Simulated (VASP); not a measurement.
A run of VASP 6.6.1 is set up as follows.

File INCAR:

```
SYSTEM = Ge4BC3
PREC = Accurate
ENCUT = 600
EDIFF = 1E-6
ISMEAR = 0
SIGMA = 0.2
LREAL = Auto
LASPH = .True.
NELM = 80
ALGO = Normal
ISIF = 3
LWAVE = .False.
LCHARG = .False.
GGA = PE
IBRION = 2
NSW = 36
EDIFFG = -0.08
```

Contents of KPOINTS:

```
Automatic mesh
0
Gamma
  3 3 3
  0 0 0
```

POSCAR

```
Ge4BC3
1.0
    6.8700000000      0.0000000000      0.0000000000
    0.0000000000      5.9700000000      0.0000000000
    0.0000000000      0.0000000000      5.7100000000
Ge B C
8 2 6
Direct
    0.7500000000      0.3300000000      0.3750000000
    0.2500000000      0.3300000000      0.3750000000
    0.5000000000      0.1700000000      0.8750000000
    0.0000000000      0.1700000000      0.8750000000
    0.0000000000      0.8300000000      0.3750000000
    0.5000000000      0.8300000000      0.3750000000
    0.2500000000      0.6700000000      0.8750000000
    0.7500000000      0.6700000000      0.8750000000
    0.5000000000      0.1700000000      0.5000000000
    0.0000000000      0.8300000000      0.0000000000
    0.5000000000      0.8500000000      0.0000000000
    0.7500000000      0.3300000000      0.0000000000
    0.2500000000      0.3300000000      0.0000000000
    0.0000000000      0.1500000000      0.5000000000
    0.7500000000      0.6700000000      0.5000000000
    0.2500000000      0.6700000000      0.5000000000
```

Potentials or basis: VASP PAW PBE potentials, release 64 (Ge_d, B, C).

Launch:

```sh
$ cat potpaw_PBE.64/Ge_d/POTCAR potpaw_PBE.64/B/POTCAR potpaw_PBE.64/C/POTCAR > POTCAR
$ mpirun -np 1 vasp_std > vasp.out
```

Q: Predict the band gap on the k mesh.

A: Zero (bands 71 and 72 overlap by 1.35 eV).

Q: Estimate the relaxed volume.

A: 12.73 Å³/atom.

Q: What does it give for the space group after relaxing (to 0.1 Å)?

A: Pmn2_1 (No. 31).

Q: Predict the relaxed cell.

A: a = 6.515 Å, b = 5.724 Å, c = 5.460 Å, α = 90.00°, β = 90.00°, γ = 90.00°.

Step by step:
```tsv
step	energy change (eV)	largest force (eV/Å)	pressure (GPa)	volume (Å³)
1	0.0000	1.2737	-15.16	234.19
2	-1.3942	0.6671	12.03	190.31
3	-1.8091	0.9623	0.86	202.84
4	-1.9220	0.2930	0.42	203.24
5	-1.9266	0.3279	0.31	203.34
6	-1.9489	0.1699	-0.38	204.13
7	-1.9500	0.2044	-0.38	204.32
8	-1.9583	0.0769	-0.05	203.62
```

Caveat: the k points lie up to 0.38 Å⁻¹ apart in the final cell, too coarse for converged energies and pressures of a metal; the relaxation stopped at a loose force limit of 0.08 eV/Å, so its end isn't a converged minimum.
